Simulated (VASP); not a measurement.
# PbF2 (Fm-3m) in VASP: notebook, part 2 of 2

VASP 6.6.1. The steps go on from the part before.

## 4. Vibrations by perturbation theory, PBEsol

This run uses another cell than the first one, of 17.10 Å³/atom.

Input file INCAR:

```
PREC = Accurate
ENCUT = 520
EDIFF = 1E-8
ISMEAR = 0
SIGMA = 0.01
LREAL = False
LASPH = True
NELM = 80
ALGO = Normal
ISIF = 2
LWAVE = False
LCHARG = False
GGA = PS
NBANDS = 21
IBRION = 8
NSW = 1
```

Input file KPOINTS:

```
Automatic mesh
0
Gamma
  8 8 8
```

Input file POSCAR:

```
PbF2
1.0
    2.9493365922      2.9493365922      0.0000000000
   -2.9493365922      2.9493365922      0.0000000000
    0.0000000000      2.9493365922      2.9493365922
Pb F
1 2
Direct
    0.0000000000      0.0000000000      0.0000000000
    0.2500000000      0.7500000000      0.5000000000
    0.7500000000      0.2500000000      0.5000000000
```

Potentials or basis: VASP PAW PBE potentials, release 64 (Pb_d, F).

On the command line:

```bash
$ cat potpaw_PBE.64/Pb_d/POTCAR potpaw_PBE.64/F/POTCAR > POTCAR
$ mpirun -np 1 vasp_std > vasp.out
```

OUTCAR:

```text
PREC = Accurate
   ENCUT = 520
   EDIFF = 1E-8
   ISMEAR = 0
   LREAL = False
   LASPH = True
   NELM = 80
   ISIF = 2
   GGA = PS
   IBRION = 8
   NSW = 1

 ion  position               nearest neighbor table
   1  0.000  0.000  0.000-   3 2.55   2 2.55   2 2.55   3 2.55   2 2.55   3 2.55   3 2.55   2 2.55

   2  0.250  0.750  0.500-   1 2.55   1 2.55   1 2.55   1 2.55
   3  0.750  0.250  0.500-   1 2.55   1 2.55   1 2.55   1 2.55

  LATTYP: Found a face centered cubic cell.
 ALAT       =     5.8986731844

  Lattice vectors:

 A1 = (   0.0000000000,   2.9493365922,   2.9493365922)
 A2 = (   2.9493365922,   0.0000000000,   2.9493365922)
 A3 = (   2.9493365922,   2.9493365922,   0.0000000000)

Analysis of symmetry for initial positions (statically):
=====================================================================
 Subroutine PRICEL returns:
 Original cell was already a primitive cell.

 Routine SETGRP: Setting up the symmetry group for a
 face centered cubic supercell.

 Subroutine GETGRP returns: Found 48 space group operations
 (whereof 48 operations were pure point group operations)
 out of a pool of 48 trial point group operations.

The static configuration has the point symmetry O_h .

Analysis of symmetry for dynamics (positions and initial velocities):
=====================================================================
 Subroutine PRICEL returns:
 Original cell was already a primitive cell.

 Routine SETGRP: Setting up the symmetry group for a
 face centered cubic supercell.

 Subroutine GETGRP returns: Found 48 space group operations
 (whereof 48 operations were pure point group operations)
 out of a pool of 48 trial point group operations.

The dynamic configuration has the point symmetry O_h .

 Subroutine INISYM returns: Found 48 space group operations
 (whereof 48 operations are pure point group operations),
 and found     1 'primitive' translations

----------------------------------------------------------------------------------------

                                     Primitive cell

  volume of cell :      51.3101

  direct lattice vectors                    reciprocal lattice vectors
     2.949336592  2.949336592  0.000000000     0.169529650  0.169529650 -0.169529650
    -2.949336592  2.949336592  0.000000000    -0.169529650  0.169529650 -0.169529650
[... 150 lines left out ...]
      5     -12.4662      2.00000
      6     -12.3956      2.00000
[... 565 lines left out ...]
     20      17.9825      0.00000
     21      18.3851      0.00000

 [... further k-points ...]

------------------------ aborting loop because EDIFF is reached ----------------------------------------

  FORCE on cell =-STRESS in cart. coord.  units (eV):
  Direction    XX          YY          ZZ          XY          YZ          ZX
  --------------------------------------------------------------------------------------
  -------------------------------------------------------------------------------------
  Total       -0.0724823     -0.0724823     -0.0724823      0.0000000     -0.0000000      0.0000000
  in kB       -2.2632860     -2.2632860     -2.2632860      0.0000000     -0.0000000      0.0000000
  external PRESSURE =      -2.2632860 kB  Pullay stress =       0.0000000 kB

 VOLUME and BASIS-vectors are now :
 -----------------------------------------------------------------------------
  energy-cutoff  :      520.00
  volume of cell :       51.31
      direct lattice vectors                 reciprocal lattice vectors
     2.949336592  2.949336592  0.000000000     0.169529650  0.169529650 -0.169529650
    -2.949336592  2.949336592  0.000000000    -0.169529650  0.169529650 -0.169529650
     0.000000000  2.949336592  2.949336592     0.000000000  0.000000000  0.339059300

 POSITION                                       TOTAL-FORCE (eV/Angst)
 -----------------------------------------------------------------------------------
      0.00000      0.00000      0.00000         0.000000      0.000000      0.000000
     -1.47467      4.42400      1.47467        -0.000000     -0.000000      0.000000
      1.47467      4.42400      1.47467         0.000000      0.000000     -0.000000
 -----------------------------------------------------------------------------------
    total drift:                               -0.000000     -0.000000     -0.000000

  FREE ENERGIE OF THE ION-ELECTRON SYSTEM (eV)
  ---------------------------------------------------
  free  energy   TOTEN  =       -14.9364588518 eV

  energy  without entropy=      -14.9364588518  energy(sigma->0) =      -14.93645885

[... ionic steps 2 to 3 ...]

--------------------------------------- Ionic step        4  -------------------------------------------

------------------------ aborting loop because EDIFF is reached ----------------------------------------

[... ionic steps 5 to 6 ...]

--------------------------------------- Ionic step        7  -------------------------------------------

 Free energy of the ion-electron system (eV)
  ---------------------------------------------------
  ---------------------------------------------------
  free energy    TOTEN  =        -0.53571034 eV

  energy without entropy =       -0.53571034

------------------------ aborting loop because EDIFF is reached ----------------------------------------

 INTERNAL STRAIN TENSOR  FOR ION    2  DIRECTION 1   (eV/Angst):
 -----------------------------------------------------------------------------
    -0.01529 -0.00000  0.00000
     0.00000  0.00936 -2.87816
    -0.00000 -2.87816  0.00936

 INTERNAL STRAIN TENSOR FOR ION    3 for displacements in x,y,z  (eV/Angst):
          X           Y           Z          XY          YZ          ZX
  --------------------------------------------------------------------------------
  x     0.00000    -0.00000    -0.00000     0.00000     2.87816     0.00000
  y     0.00000     0.00000     0.00000     0.00000     0.00000     2.87816
  z     0.00000     0.00000     0.00000     2.87816     0.00000    -0.00000

 SECOND DERIVATIVES (NOT SYMMETRIZED)
 ------------------------------------
               1X          1Y          1Z          2X          2Y          2Z          3X          3Y          3Z
  1X    -1.474680    0.000000   -0.000000    0.737340   -0.000000    0.000000    0.737340   -0.000000    0.000000
  1Y    -0.000000   -1.474680    0.000000    0.000000    0.737340   -0.000000    0.000000    0.737340   -0.000000
  1Z    -0.000000    0.000000   -1.474680    0.000000   -0.000000    0.737340    0.000000   -0.000000    0.737340
  2X     0.733393    0.000000    0.000000   -2.521488    0.000000    0.000000    1.788095    0.000000    0.000000
  2Y     0.000000    0.733393    0.000000    0.000000   -2.521488    0.000000    0.000000    1.788095    0.000000
  2Z     0.000000    0.000000    0.733393    0.000000    0.000000   -2.521488    0.000000    0.000000    1.788095
  3X     0.733393    0.000000    0.000000    1.788095    0.000000    0.000000   -2.521488    0.000000    0.000000
  3Y     0.000000    0.733393    0.000000    0.000000    1.788095    0.000000    0.000000   -2.521488    0.000000
  3Z     0.000000    0.000000    0.733393    0.000000    0.000000    1.788095    0.000000    0.000000   -2.521488

 Eigenvectors and eigenvalues of the dynamical matrix
 ----------------------------------------------------

   1 f  =    7.445852 THz    46.783667 2PiTHz  248.366882 cm-1    30.793555 meV
             X         Y         Z           dx          dy          dz
      0.000000  0.000000  0.000000    -0.000000    0.000000   -0.000000
     -1.474668  4.424005  1.474668    -0.704919    0.055582    0.000000
      1.474668  4.424005  1.474668     0.704919   -0.055582    0.000000
[... 43 lines left out ...]
   9 f/i=    0.003252 THz     0.020436 2PiTHz    0.108491 cm-1     0.013451 meV
             X         Y         Z           dx          dy          dz
      0.000000  0.000000  0.000000     0.179596   -0.078240    0.897751
     -1.474668  4.424005  1.474668     0.054528   -0.023755    0.272572
      1.474668  4.424005  1.474668     0.054528   -0.023755    0.272572

--------------------------------------------------------------------------------------------------------

 ELASTIC MODULI CONTR FROM IONIC RELAXATION (kBar)
 Direction    XX          YY          ZZ          XY          YZ          ZX
 --------------------------------------------------------------------------------
 XX          -0.0000     -0.0000     -0.0000     -0.0000     -0.0000     -0.0000
 YY          -0.0000     -0.0000     -0.0000     -0.0000      0.0000      0.0000
 ZZ          -0.0000     -0.0000     -0.0000      0.0000      0.0000     -0.0000
 XY          -0.0000     -0.0000      0.0000   -120.0420     -0.0000      0.0000
 YZ          -0.0000      0.0000      0.0000     -0.0000   -120.0420     -0.0000
 ZX          -0.0000      0.0000     -0.0000      0.0000     -0.0000   -120.0420
 --------------------------------------------------------------------------------
```

Wall time 1.9 min (1 thread of Intel Xeon 6975P-C (Granite Rapids), shared host); peak memory 0.35 GiB.

What came out:

```
Highest phonon frequency at Γ, LO-TO splitting left out : 248 cm⁻¹
```

Phonon frequencies in cm⁻¹ (negative: imaginary):
| q point | frequencies |
| --- | --- |
| (0.000, 0.000, 0.000) | 0 0 0 112 112 112 248 248 248 |

Caveat: the PAW data sets were made with another functional, which shifts forces and pressure a little; spin-orbit coupling is left out, which moves the levels of the heavy elements.

## 5. Vibrations by perturbation theory, PBEsol

This run uses another cell than the first one, of 17.58 Å³/atom.

Input file INCAR:

```
ALGO = Normal
EDIFF = 1E-8
ENCUT = 520
GGA = PS
IBRION = 8
ISIF = 2
ISMEAR = 0
LASPH = T
LCHARG = T
LREAL = F
LWAVE = F
NBANDS = 21
NELM = 60
NSW = 1
PREC = Accurate
SIGMA = 0.01
```

Input file KPOINTS:

```
k-points
0
Gamma
  8 8 8
```

Input file POSCAR:

```
PbF2
1.0
    2.9766207893      2.9766207893      0.0000000000
   -2.9766207893      2.9766207893      0.0000000000
    0.0000000000      2.9766207893      2.9766207893
Pb F
1 2
Direct
    0.0000000000      0.0000000000      0.0000000000
    0.2500000000      0.7500000000      0.5000000000
    0.7500000000      0.2500000000      0.5000000000
```

Potentials or basis: VASP PAW PBE potentials, release 64 (Pb_d, F).

On the command line:

```bash
$ cat potpaw_PBE.64/Pb_d/POTCAR potpaw_PBE.64/F/POTCAR > POTCAR
$ mpirun -np 1 vasp_std > vasp.out
```

OUTCAR:

```text
EDIFF = 1E-8
   ENCUT = 520
   GGA = PS
   IBRION = 8
   ISIF = 2
   ISMEAR = 0
   LASPH = T
   LREAL = F
   NELM = 60
   NSW = 1
   PREC = Accurate

 ion  position               nearest neighbor table
   1  0.000  0.000  0.000-   3 2.58   2 2.58   2 2.58   3 2.58   2 2.58   3 2.58   3 2.58   2 2.58

   2  0.250  0.750  0.500-   1 2.58   1 2.58   1 2.58   1 2.58
   3  0.750  0.250  0.500-   1 2.58   1 2.58   1 2.58   1 2.58

  LATTYP: Found a face centered cubic cell.
 ALAT       =     5.9532415786

  Lattice vectors:

 A1 = (   0.0000000000,   2.9766207893,   2.9766207893)
 A2 = (   2.9766207893,   0.0000000000,   2.9766207893)
 A3 = (   2.9766207893,   2.9766207893,   0.0000000000)

Analysis of symmetry for initial positions (statically):
=====================================================================
 Subroutine PRICEL returns:
 Original cell was already a primitive cell.

 Routine SETGRP: Setting up the symmetry group for a
 face centered cubic supercell.

 Subroutine GETGRP returns: Found 48 space group operations
 (whereof 48 operations were pure point group operations)
 out of a pool of 48 trial point group operations.

The static configuration has the point symmetry O_h .

Analysis of symmetry for dynamics (positions and initial velocities):
=====================================================================
 Subroutine PRICEL returns:
 Original cell was already a primitive cell.

 Routine SETGRP: Setting up the symmetry group for a
 face centered cubic supercell.

 Subroutine GETGRP returns: Found 48 space group operations
 (whereof 48 operations were pure point group operations)
 out of a pool of 48 trial point group operations.

The dynamic configuration has the point symmetry O_h .

 Subroutine INISYM returns: Found 48 space group operations
 (whereof 48 operations are pure point group operations),
 and found     1 'primitive' translations

----------------------------------------------------------------------------------------

                                     Primitive cell

  volume of cell :      52.7473

  direct lattice vectors                    reciprocal lattice vectors
     2.976620789  2.976620789  0.000000000     0.167975713  0.167975713 -0.167975713
    -2.976620789  2.976620789  0.000000000    -0.167975713  0.167975713 -0.167975713
     0.000000000  2.976620789  2.976620789     0.000000000  0.000000000  0.335951426

  length of vectors
     4.209577490  4.209577490  4.209577490     0.290942470  0.290942470  0.335951426

  position of ions in fractional coordinates (direct lattice)
     0.000000000  0.000000000  0.000000000
     0.250000000  0.750000000  0.500000000
     0.750000000  0.250000000  0.500000000
[... 714 lines left out ...]

  FORCE on cell =-STRESS in cart. coord.  units (eV):
  Direction    XX          YY          ZZ          XY          YZ          ZX
  --------------------------------------------------------------------------------------
  -------------------------------------------------------------------------------------
  Total       -0.7233720     -0.7233720     -0.7233720      0.0000000      0.0000000      0.0000000
  in kB      -21.9721097    -21.9721097    -21.9721097      0.0000000      0.0000000      0.0000000
  external PRESSURE =     -21.9721097 kB  Pullay stress =       0.0000000 kB

 VOLUME and BASIS-vectors are now :
 -----------------------------------------------------------------------------
  energy-cutoff  :      520.00
  volume of cell :       52.75
      direct lattice vectors                 reciprocal lattice vectors
     2.976620789  2.976620789  0.000000000     0.167975713  0.167975713 -0.167975713
    -2.976620789  2.976620789  0.000000000    -0.167975713  0.167975713 -0.167975713
     0.000000000  2.976620789  2.976620789     0.000000000  0.000000000  0.335951426

 POSITION                                       TOTAL-FORCE (eV/Angst)
 -----------------------------------------------------------------------------------
      0.00000      0.00000      0.00000        -0.000000     -0.000000      0.000000
     -1.48831      4.46493      1.48831        -0.000000     -0.000000      0.000000
      1.48831      4.46493      1.48831         0.000000      0.000000     -0.000000
 -----------------------------------------------------------------------------------
    total drift:                               -0.000000     -0.000000     -0.000000

  FREE ENERGIE OF THE ION-ELECTRON SYSTEM (eV)
  ---------------------------------------------------
  free  energy   TOTEN  =       -14.9283262313 eV

  energy  without entropy=      -14.9283262313  energy(sigma->0) =      -14.92832623

[... ionic steps 2 to 3 ...]

--------------------------------------- Ionic step        4  -------------------------------------------

------------------------ aborting loop because EDIFF is reached ----------------------------------------

[... ionic steps 5 to 6 ...]

--------------------------------------- Ionic step        7  -------------------------------------------

 Free energy of the ion-electron system (eV)
  ---------------------------------------------------
  ---------------------------------------------------
  free energy    TOTEN  =        -0.53585661 eV

  energy without entropy =       -0.53585661

------------------------ aborting loop because EDIFF is reached ----------------------------------------

 INTERNAL STRAIN TENSOR  FOR ION    2  DIRECTION 1   (eV/Angst):
 -----------------------------------------------------------------------------
    -0.01389  0.00000 -0.00000
     0.00000  0.00886 -2.23752
    -0.00000 -2.23752  0.00886

 INTERNAL STRAIN TENSOR FOR ION    3 for displacements in x,y,z  (eV/Angst):
          X           Y           Z          XY          YZ          ZX
  --------------------------------------------------------------------------------
  x     0.00000     0.00000     0.00000    -0.00000     2.23752     0.00000
  y     0.00000    -0.00000     0.00000     0.00000    -0.00000     2.23752
  z     0.00000     0.00000     0.00000     2.23752     0.00000     0.00000

 SECOND DERIVATIVES (NOT SYMMETRIZED)
 ------------------------------------
               1X          1Y          1Z          2X          2Y          2Z          3X          3Y          3Z
  1X    -1.042551    0.000000   -0.000000    0.521276    0.000000    0.000000    0.521276    0.000000    0.000000
  1Y    -0.000000   -1.042551    0.000000    0.000000    0.521276    0.000000    0.000000    0.521276    0.000000
  1Z    -0.000000    0.000000   -1.042551    0.000000    0.000000    0.521276    0.000000    0.000000    0.521276
  2X     0.533240    0.000000    0.000000   -2.246858    0.000000    0.000000    1.713618    0.000000    0.000000
  2Y     0.000000    0.533240    0.000000    0.000000   -2.246858    0.000000    0.000000    1.713618    0.000000
  2Z     0.000000    0.000000    0.533240    0.000000    0.000000   -2.246858    0.000000    0.000000    1.713618
  3X     0.533240    0.000000    0.000000    1.713618    0.000000    0.000000   -2.246858    0.000000    0.000000
  3Y     0.000000    0.533240    0.000000    0.000000    1.713618    0.000000    0.000000   -2.246858    0.000000
  3Z     0.000000    0.000000    0.533240    0.000000    0.000000    1.713618    0.000000    0.000000   -2.246858

 Eigenvectors and eigenvalues of the dynamical matrix
 ----------------------------------------------------

   1 f  =    7.137900 THz    44.848746 2PiTHz  238.094705 cm-1    29.519968 meV
             X         Y         Z           dx          dy          dz
      0.000000  0.000000  0.000000     0.000000    0.000000   -0.000000
     -1.488310  4.464931  1.488310    -0.705161   -0.052426   -0.000000
      1.488310  4.464931  1.488310     0.705161    0.052426   -0.000000
[... 43 lines left out ...]
   9 f/i=    0.011587 THz     0.072802 2PiTHz    0.386492 cm-1     0.047919 meV
             X         Y         Z           dx          dy          dz
      0.000000  0.000000  0.000000    -0.097988   -0.067179   -0.913159
     -1.488310  4.464931  1.488310    -0.029338   -0.020113   -0.273399
      1.488310  4.464931  1.488310    -0.029338   -0.020113   -0.273399

--------------------------------------------------------------------------------------------------------

 ELASTIC MODULI CONTR FROM IONIC RELAXATION (kBar)
 Direction    XX          YY          ZZ          XY          YZ          ZX
 --------------------------------------------------------------------------------
 XX          -0.0000      0.0000      0.0000      0.0000     -0.0000     -0.0000
 YY           0.0000     -0.0000      0.0000      0.0000      0.0000      0.0000
 ZZ           0.0000      0.0000     -0.0000     -0.0000      0.0000     -0.0000
 XY           0.0000      0.0000     -0.0000    -76.7938      0.0000     -0.0000
 YZ          -0.0000      0.0000      0.0000      0.0000    -76.7938     -0.0000
 ZX          -0.0000      0.0000     -0.0000     -0.0000     -0.0000    -76.7938
 --------------------------------------------------------------------------------
```

Run time: 2 min. Hardware: 1 thread of Intel Xeon 6975P-C (Granite Rapids), shared host; peak memory 0.35 GiB.

What came out:

- Highest phonon frequency at Γ, LO-TO splitting left out: 238 cm⁻¹

Phonon frequencies in cm⁻¹ (negative: imaginary):
```
              q point                 frequencies
(0.000, 0.000, 0.000)  0 0 0 95 95 95 238 238 238
```

Caveat: the cell stands under pressure or tension, which shifts response properties; the PAW data sets were made with another functional, which shifts forces and pressure a little; spin-orbit coupling is left out, which moves the levels of the heavy elements.
